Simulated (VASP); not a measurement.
# BN (F-43m) in VASP: further runs, part 2 of 2

VASP 6.6.1. The steps go on from the part before.

### Step 3. Dielectric tensor, PBE

The input, INCAR:

```
SYSTEM = BN
ALGO = Normal
EDIFF = 1E-8
ENCUT = 520
GGA = PE
ISIF = 2
ISMEAR = 0
LASPH = .True.
LCHARG = .False.
LEPSILON = .True.
LREAL = .False.
LWAVE = .False.
NELM = 60
PREC = Accurate
SIGMA = 0.01
```

The input, KPOINTS:

```
k-points
0
Gamma
  13 13 13
  0 0 0
```

The input, POSCAR:

```
BN
1.0
    0.0000000000      1.8130010000      1.8130010000
    1.8130010000      0.0000000000      1.8130010000
    1.8130010000      1.8130010000      0.0000000000
N B
1 1
Direct
    0.2500000000      0.2500000000      0.2500000000
    0.0000000000      0.0000000000      0.0000000000
```

Potentials or basis: VASP PAW PBE potentials, release 64 (N, B).

Started as:

```
> cat potpaw_PBE.64/N/POTCAR potpaw_PBE.64/B/POTCAR > POTCAR
> mpirun -np 1 vasp_std > vasp.out
```

OUTCAR:

```text
SYSTEM = BN
   EDIFF = 1E-8
   ENCUT = 520
   GGA = PE
   ISIF = 2
   ISMEAR = 0
   LASPH = .True.
   LEPSILON = .True.
   LREAL = .False.
   NELM = 60
   PREC = Accurate

 ion  position               nearest neighbor table
   1  0.250  0.250  0.250-   2 1.57   2 1.57   2 1.57   2 1.57
   2  0.000  0.000  0.000-   1 1.57   1 1.57   1 1.57   1 1.57

  LATTYP: Found a face centered cubic cell.
 ALAT       =     3.6260020000

  Lattice vectors:

 A1 = (   0.0000000000,   1.8130010000,   1.8130010000)
 A2 = (   1.8130010000,   0.0000000000,   1.8130010000)
 A3 = (   1.8130010000,   1.8130010000,   0.0000000000)

Analysis of symmetry for initial positions (statically):
=====================================================================
 Subroutine PRICEL returns:
 Original cell was already a primitive cell.

 Routine SETGRP: Setting up the symmetry group for a
 face centered cubic supercell.

 Subroutine GETGRP returns: Found 24 space group operations
 (whereof 24 operations were pure point group operations)
 out of a pool of 48 trial point group operations.

The static configuration has the point symmetry T_d .

Analysis of symmetry for dynamics (positions and initial velocities):
=====================================================================
 Subroutine PRICEL returns:
 Original cell was already a primitive cell.

 Routine SETGRP: Setting up the symmetry group for a
 face centered cubic supercell.

 Subroutine GETGRP returns: Found 24 space group operations
 (whereof 24 operations were pure point group operations)
 out of a pool of 48 trial point group operations.

The dynamic configuration has the point symmetry T_d .

 Subroutine INISYM returns: Found 24 space group operations
 (whereof 24 operations are pure point group operations),
 and found     1 'primitive' translations

----------------------------------------------------------------------------------------

                                     Primitive cell

  volume of cell :      11.9186

  direct lattice vectors                    reciprocal lattice vectors
     0.000000000  1.813001000  1.813001000    -0.275785838  0.275785838  0.275785838
     1.813001000  0.000000000  1.813001000     0.275785838 -0.275785838  0.275785838
     1.813001000  1.813001000  0.000000000     0.275785838  0.275785838 -0.275785838

  length of vectors
     2.563970603  2.563970603  2.563970603     0.477675083  0.477675083  0.477675083

  position of ions in fractional coordinates (direct lattice)
     0.250000000  0.250000000  0.250000000
     0.000000000  0.000000000  0.000000000

  ion indices of the primitive-cell ions
   primitive index   ion index
                 1           1
                 2           2

----------------------------------------------------------------------------------------

[... 373 lines left out ...]
      1      -8.8968      2.00000
      2      -1.9087      2.00000
      3       4.0504      2.00000
      4       4.4882      2.00000
      5      16.1426      0.00000
      6      19.3091      0.00000
      7      19.7406      0.00000
      8      21.8686      0.00000

 [... further k-points ...]

  FORCE on cell =-STRESS in cart. coord.  units (eV):
  Direction    XX          YY          ZZ          XY          YZ          ZX
  --------------------------------------------------------------------------------------
  -------------------------------------------------------------------------------------
  Total       -0.0126330     -0.0126330     -0.0126330     -0.0000000      0.0000000     -0.0000000
  in kB       -1.6982167     -1.6982167     -1.6982167     -0.0000000      0.0000000     -0.0000000
  external PRESSURE =      -1.6982167 kB  Pullay stress =       0.0000000 kB

 VOLUME and BASIS-vectors are now :
 -----------------------------------------------------------------------------
  energy-cutoff  :      520.00
  volume of cell :       11.92
      direct lattice vectors                 reciprocal lattice vectors
     0.000000000  1.813001000  1.813001000    -0.275785838  0.275785838  0.275785838
     1.813001000  0.000000000  1.813001000     0.275785838 -0.275785838  0.275785838
     1.813001000  1.813001000  0.000000000     0.275785838  0.275785838 -0.275785838

 POSITION                                       TOTAL-FORCE (eV/Angst)
 -----------------------------------------------------------------------------------
      0.90650      0.90650      0.90650        -0.000000      0.000000     -0.000000
      0.00000      0.00000      0.00000         0.000000     -0.000000      0.000000
 -----------------------------------------------------------------------------------
    total drift:                                0.000000      0.000000      0.000000

  FREE ENERGIE OF THE ION-ELECTRON SYSTEM (eV)
  ---------------------------------------------------
  free  energy   TOTEN  =       -17.4510011988 eV

  energy  without entropy=      -17.4510011988  energy(sigma->0) =      -17.45100120

 HEAD OF MICROSCOPIC STATIC DIELECTRIC TENSOR (INDEPENDENT PARTICLE, excluding Hartree and local field effects)
 ------------------------------------------------------
           4.708552     0.000000     0.000000
           0.000000     4.708552     0.000000
           0.000000    -0.000000     4.708552
 ------------------------------------------------------

 Free energy of the ion-electron system (eV)
  ---------------------------------------------------
  ---------------------------------------------------
  free energy    TOTEN  =        -0.12885073 eV

  energy without entropy =       -0.12885073

------------------------ aborting loop because EDIFF is reached ----------------------------------------

--------------------------------------- Ionic step        2  -------------------------------------------

------------------------ aborting loop because EDIFF is reached ----------------------------------------

--------------------------------------- Ionic step        3  -------------------------------------------

 Free energy of the ion-electron system (eV)
  ---------------------------------------------------
  ---------------------------------------------------
  free energy    TOTEN  =        -0.12885059 eV

  energy without entropy =       -0.12885059

------------------------ aborting loop because EDIFF is reached ----------------------------------------

 PIEZOELECTRIC TENSOR FIELD DIRECTION 3  (e Angst)
 -----------------------------------------------------------------------------
    -0.00032 -0.77210  0.00000           ( -0.00000 -0.00437  0.00000)
    -0.77210 -0.00032  0.00000           ( -0.00437 -0.00000  0.00000)
     0.00000  0.00000  0.00025           (  0.00000  0.00000 -0.00000)

 PIEZOELECTRIC TENSOR FIELD DIRECTION 3  (C/m^2)
 -----------------------------------------------------------------------------
    -0.00043 -1.03792  0.00000
    -1.03792 -0.00043  0.00000
     0.00000  0.00000  0.00033

 MACROSCOPIC STATIC DIELECTRIC TENSOR (including local field effects in DFT)
 ------------------------------------------------------
           4.615010     0.000000    -0.000000
           0.000000     4.615010     0.000000
           0.000000     0.000000     4.615010
 ------------------------------------------------------

 PIEZOELECTRIC TENSOR (including local field effects)  for field in x, y, z        (e  Angst)
          XX          YY          ZZ          XY          YZ          ZX
  --------------------------------------------------------------------------------
  x     0.00000     0.00000    -0.00000     0.00000    -0.77243     0.00000
  y    -0.00000     0.00000     0.00000     0.00000     0.00000    -0.77243
  z     0.00000    -0.00000     0.00000    -0.77243     0.00000     0.00000

 PIEZOELECTRIC TENSOR (including local field effects)  for field in x, y, z        (C/m^2)
          XX          YY          ZZ          XY          YZ          ZX
  --------------------------------------------------------------------------------
  x     0.00000     0.00000    -0.00000     0.00000    -1.03835     0.00000
  y    -0.00000     0.00000     0.00000     0.00000     0.00000    -1.03835
  z     0.00000    -0.00000     0.00000    -1.03835     0.00000     0.00000

 BORN EFFECTIVE CHARGES (including local field effects) (in |e|, cummulative output)
 ---------------------------------------------------------------------------------
 ion    1
    1    -1.91157     0.00000     0.00000
    2    -0.00000    -1.91157    -0.00000
    3    -0.00000    -0.00000    -1.91157
 ion    2
    1     1.91157    -0.00000    -0.00000
    2     0.00000     1.91157     0.00000
    3     0.00000     0.00000     1.91157
```

It took 4.3 min on 1 thread of AMD EPYC 7R13, shared host; peak memory 0.17 GiB.

What came out:

```yaml
Band_gap_on_the_k_mesh: 4.52 eV, indirect (least direct gap 8.78 eV)
Electronic_dielectric_tensor_diagonal: 4.62
Born_charges_mean_of_the_diagonal: N -1.91; B +1.91 e
```

Levels at points of the mesh, in eV from the valence-band top:
| k point | band 2 | band 3 | band 4 | band 5 | band 6 | band 7 |
| --- | --- | --- | --- | --- | --- | --- |
| (0.00, 0.00, 0.00) | 0.00 | 0.00 | 0.00 | 8.78 | 8.78 | 8.78 |

Electronic dielectric tensor:
```
4.62 0.00 0.00
0.00 4.62 0.00
0.00 0.00 4.62
```

Born effective charge tensors (e):
atom 1, N
```
-1.91  0.00  0.00
 0.00 -1.91  0.00
 0.00  0.00 -1.91
```
atom 2, B
```
1.91 0.00 0.00
0.00 1.91 0.00
0.00 0.00 1.91
```

A k mesh can miss the band edges. A hybrid or GW would open this gap; PBE tends to underestimate it.

### Step 4. Elastic constants, LDA

The input, INCAR:

```
SYSTEM = BN
PREC = Accurate
ENCUT = 600
EDIFF = 1E-8
ISMEAR = -1
SIGMA = 0.05
LREAL = .FALSE.
LASPH = .TRUE.
NELM = 60
ALGO = Normal
ISIF = 3
LWAVE = .FALSE.
LCHARG = .FALSE.
GGA = CA
IBRION = 6
NFREE = 2
POTIM = 0.015
NSW = 1
```

The input, KPOINTS:

```
regular mesh
0
G
  10 10 10
  0 0 0
```

POSCAR is that of step 3.

Potentials or basis: VASP PAW LDA potentials, release 64 (N, B).

Started as:

```
> cat potpaw_LDA.64/N/POTCAR potpaw_LDA.64/B/POTCAR > POTCAR
> mpirun -np 1 vasp_std > vasp.out
```

It took 98 s on 1 thread of Intel Xeon 6975P-C, shared host; peak memory 0.18 GiB.

It converged, with:

- Elastic constants C11, C12, C44: 771, 162, 435 GPa
- Voigt bulk modulus: 365 GPa
- Highest phonon frequency at Γ, LO-TO splitting left out: 1022 cm⁻¹

Phonon frequencies in cm⁻¹ (negative: imaginary):
```tsv
q point	frequencies
(0.000, 0.000, 0.000)	0 0 0 1022 1022 1022
```

Elastic tensor in Voigt notation (GPa, in the Cartesian axes of the cell as first typed):
```
771 162 162   0   0   0
162 771 162   0   0   0
162 162 771   0   0   0
  0   0   0 435   0   0
  0   0   0   0 435   0
  0   0   0   0   0 435
```

Clamped-ion elastic tensor (GPa):
```
771 162 162   0   0   0
162 771 162   0   0   0
162 162 771   0   0   0
  0   0   0 436   0   0
  0   0   0   0 436   0
  0   0   0   0   0 436
```

Caveat: the cell is under stress, which shifts elastic constants.

### Step 5. Elastic constants, PBE

INCAR: that of step 4 with these lines changed.

```diff
@@ -8,3 +8,3 @@
 LASPH = .TRUE.
-NELM = 60
+NELM = 100
 ALGO = Normal
@@ -13,3 +13,4 @@
 LCHARG = .FALSE.
-GGA = CA
+GGA = PE
+NBANDS = 11
 IBRION = 6
```

The input, KPOINTS:

```
Automatic mesh
0
G
  10 10 10
  0 0 0
```

POSCAR is that of step 4.

Potentials or basis: VASP PAW PBE potentials, release 64 (N, B).

Started as:

```
> cat potpaw_PBE.64/N/POTCAR potpaw_PBE.64/B/POTCAR > POTCAR
> mpirun -np 1 vasp_std > vasp.out
```

Run time: 2.3 min. Hardware: 1 thread of Intel Xeon 6975P-C, shared host; peak memory 0.19 GiB.

It converged, with:

```yaml
Elastic_constants_C11_C12_C44: 778, 169, 442 GPa
Voigt_bulk_modulus: 372 GPa
Highest_phonon_frequency_at_Γ_LO-TO_splitting_left_out: 1028 cm⁻¹
```

Phonon frequencies in cm⁻¹ (negative: imaginary):
| q point | frequencies |
| --- | --- |
| (0.000, 0.000, 0.000) | 0 0 0 1028 1028 1028 |

Elastic tensor in Voigt notation (GPa, in the Cartesian axes of the cell as first typed):
```
778 169 169   0   0   0
169 778 169   0   0   0
169 169 778   0   0   0
  0   0   0 442   0   0
  0   0   0   0 442   0
  0   0   0   0   0 442
```

Clamped-ion elastic tensor (GPa):
```
778 169 169   0   0   0
169 778 169   0   0   0
169 169 778   0   0   0
  0   0   0 444   0   0
  0   0   0   0 444   0
  0   0   0   0   0 444
```

### Step 6. Dielectric tensor, PBEsol

The input, INCAR:

```
PREC = Accurate
ENCUT = 520
EDIFF = 1E-8
ISMEAR = 0
SIGMA = 0.01
LREAL = False
LASPH = True
NELM = 80
ALGO = Normal
ISIF = 2
LWAVE = False
LCHARG = False
GGA = PS
LEPSILON = True
```

The input, KPOINTS:

```
Automatic mesh
0
Gamma
  13 13 13
```

POSCAR is that of step 5.

Potentials or basis: VASP PAW PBE potentials, release 64 (N, B).

Started as:

```
> cat potpaw_PBE.64/N/POTCAR potpaw_PBE.64/B/POTCAR > POTCAR
> mpirun -np 1 vasp_std > vasp.out
```

OUTCAR:

```text
PREC = Accurate
   ENCUT = 520
   EDIFF = 1E-8
   ISMEAR = 0
   LREAL = False
   LASPH = True
   NELM = 80
   ISIF = 2
   GGA = PS
   LEPSILON = True

 ion  position               nearest neighbor table
   1  0.250  0.250  0.250-   2 1.57   2 1.57   2 1.57   2 1.57
   2  0.000  0.000  0.000-   1 1.57   1 1.57   1 1.57   1 1.57

  LATTYP: Found a face centered cubic cell.
 ALAT       =     3.6260020000

  Lattice vectors:

 A1 = (   0.0000000000,   1.8130010000,   1.8130010000)
 A2 = (   1.8130010000,   0.0000000000,   1.8130010000)
 A3 = (   1.8130010000,   1.8130010000,   0.0000000000)

Analysis of symmetry for initial positions (statically):
=====================================================================
 Subroutine PRICEL returns:
 Original cell was already a primitive cell.

 Routine SETGRP: Setting up the symmetry group for a
 face centered cubic supercell.

 Subroutine GETGRP returns: Found 24 space group operations
 (whereof 24 operations were pure point group operations)
 out of a pool of 48 trial point group operations.

The static configuration has the point symmetry T_d .

Analysis of symmetry for dynamics (positions and initial velocities):
[... 480 lines left out ...]
  ---------------------------------------------------
  free energy    TOTEN  =        -0.12877530 eV

  energy without entropy =       -0.12877530

------------------------ aborting loop because EDIFF is reached ----------------------------------------

 PIEZOELECTRIC TENSOR FIELD DIRECTION 3  (e Angst)
 -----------------------------------------------------------------------------
    -0.00033 -0.76563  0.00000           ( -0.00000 -0.00402  0.00000)
    -0.76563 -0.00033  0.00000           ( -0.00402 -0.00000  0.00000)
     0.00000  0.00000  0.00026           (  0.00000  0.00000 -0.00000)

 PIEZOELECTRIC TENSOR FIELD DIRECTION 3  (C/m^2)
 -----------------------------------------------------------------------------
    -0.00044 -1.02921  0.00000
    -1.02921 -0.00044  0.00000
     0.00000  0.00000  0.00035

 MACROSCOPIC STATIC DIELECTRIC TENSOR (including local field effects in DFT)
 ------------------------------------------------------
           4.647348     0.000000    -0.000000
          -0.000000     4.647348    -0.000000
           0.000000     0.000000     4.647348
 ------------------------------------------------------

 PIEZOELECTRIC TENSOR (including local field effects)  for field in x, y, z        (e  Angst)
          XX          YY          ZZ          XY          YZ          ZX
  --------------------------------------------------------------------------------
  x    -0.00000    -0.00000    -0.00000     0.00000    -0.76600     0.00000
  y     0.00000     0.00000     0.00000     0.00000     0.00000    -0.76600
  z    -0.00000    -0.00000     0.00000    -0.76600     0.00000     0.00000

 PIEZOELECTRIC TENSOR (including local field effects)  for field in x, y, z        (C/m^2)
          XX          YY          ZZ          XY          YZ          ZX
  --------------------------------------------------------------------------------
  x    -0.00000    -0.00000    -0.00000     0.00000    -1.02970     0.00000
  y     0.00000     0.00000     0.00000     0.00000     0.00000    -1.02970
  z    -0.00000    -0.00000     0.00000    -1.02970     0.00000     0.00000

 BORN EFFECTIVE CHARGES (including local field effects) (in |e|, cummulative output)
 ---------------------------------------------------------------------------------
 ion    1
    1    -1.90702     0.00000    -0.00000
    2     0.00000    -1.90702    -0.00000
    3     0.00000    -0.00000    -1.90702
 ion    2
    1     1.90702    -0.00000     0.00000
    2     0.00000     1.90702     0.00000
    3    -0.00000     0.00000     1.90702
```

stdout:

```text
POSCAR found type information on POSCAR N B
 POSCAR found :  2 types and       2 ions
 scaLAPACK will be used
 -----------------------------------------------------------------------------
|                                                                             |
|                                                                             |
|     You enforced a specific xc type in the INCAR file but a different       |
[... 28 lines left out ...]
  Direction:   1
 dielectric tensor                  component  1 :     4.647     0.653     0.413
 Linear response to external field, progress :
  Direction:   2
 dielectric tensor                  component  2 :     0.450     4.647     0.436
 Linear response to external field, progress :
  Direction:   3
 dielectric tensor                  component  3 :     0.381     0.686     4.647
 Born effective charges drift removed
```

Run time: 3.4 min. Hardware: 1 thread of Intel Xeon 8259CL, shared host; peak memory 0.2 GiB.

What came out:

```
Band gap on the k mesh                  : 4.34 eV, indirect (least direct gap 8.72 eV)
Electronic dielectric tensor (diagonal) : 4.65
Born charges (mean of the diagonal)     : N -1.91; B +1.91 e
```

Electronic dielectric tensor:
```
4.65 0.00 0.00
0.00 4.65 0.00
0.00 0.00 4.65
```

Born effective charge tensors (e):
atom 1, N
```
-1.91  0.00  0.00
 0.00 -1.91  0.00
 0.00  0.00 -1.91
```
atom 2, B
```
1.91 0.00 0.00
0.00 1.91 0.00
0.00 0.00 1.91
```

Caveat: the PAW data sets were made with another functional, which shifts forces and pressure a little.

### Step 7. The runs side by side

```csv
task,level,potentials or basis,k mesh,cutoff (eV),smearing,ions in elastic constants,gap on the mesh (eV)
vibrations by perturbation theory,PBEsol,"VASP PAW PBE potentials, release 64 (N, B)",10 × 10 × 10,600,fermi-dirac 0.05 eV,-,-
dielectric tensor,PBE,"VASP PAW PBE potentials, release 64 (N, B)",13 × 13 × 13,520,gaussian 0.01 eV,-,4.52
elastic constants,LDA,"VASP PAW LDA potentials, release 64 (N, B)",10 × 10 × 10,600,fermi-dirac 0.05 eV,relaxed,-
elastic constants,PBE,"VASP PAW PBE potentials, release 64 (N, B)",10 × 10 × 10,600,fermi-dirac 0.05 eV,relaxed,-
dielectric tensor,PBEsol,"VASP PAW PBE potentials, release 64 (N, B)",13 × 13 × 13,520,gaussian 0.01 eV,-,4.34
```

Alike in all rows: no spin polarisation; cell as given.

Caveats: the PAW data sets were made with another functional, which shifts forces and pressure a little (some runs); the cell wasn't relaxed at this level first, which shifts response properties (some runs); the cell is under stress, which shifts elastic constants (some runs).

Total energies depend on the potentials used, so only differences within one code and one set of settings carry meaning.
